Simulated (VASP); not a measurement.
A run of VASP 6.6.1 is set up as follows.

File INCAR:

```
SYSTEM = Cl
PREC     = Accurate       ! precision mode
ENCUT    = 520            ! plane-wave cutoff, eV
EDIFF    = 1E-7           ! SCF threshold, eV
ISMEAR   = -1             ! smearing method
SIGMA    = 0.1            ! smearing width, eV
LREAL    = .False.        ! projectors in reciprocal space
LASPH    = .True.         ! aspherical terms in the spheres
NELM     = 80             ! most SCF steps
ALGO     = Normal         ! electronic algorithm
ISIF     = 2              ! what is computed and relaxed
LWAVE    = .False.        ! write WAVECAR
LCHARG   = .True.         ! write CHGCAR
GGA      = CA             ! functional
LELF     = .True.         ! ELF
LVHAR    = .True.       
NBANDS   = 14             ! bands
```

The input KPOINTS:

```
Automatic mesh
0
Gamma
  15 15 8
  0 0 0
```

File POSCAR:

```
Cl
1.0
    3.1215353569      0.0000000000      0.0000000000
   -1.5607676784      2.7033289179      0.0000000000
    0.0000000000      0.0000000000      3.8793748997
Cl
2
Direct
    0.3333333333      0.6666666667      0.2500000000
    0.6666666667      0.3333333333      0.7500000000
```

Potentials or basis: VASP PAW LDA potentials, release 64 (Cl).

Command:

```sh
$ cat potpaw_LDA.64/Cl/POTCAR > POTCAR
$ mpirun -np 1 vasp_std > vasp.out
```

Predict the band gap on the k mesh.

zero (band 7 reaches 6.62 eV, above the bottom of band 8 at 4.08 eV).

Estimate the pressure.

11.4 GPa.

Stress tensor (GPa, compression positive):
```
11.36  0.00  0.00
 0.00 11.36  0.00
 0.00  0.00 11.49
```
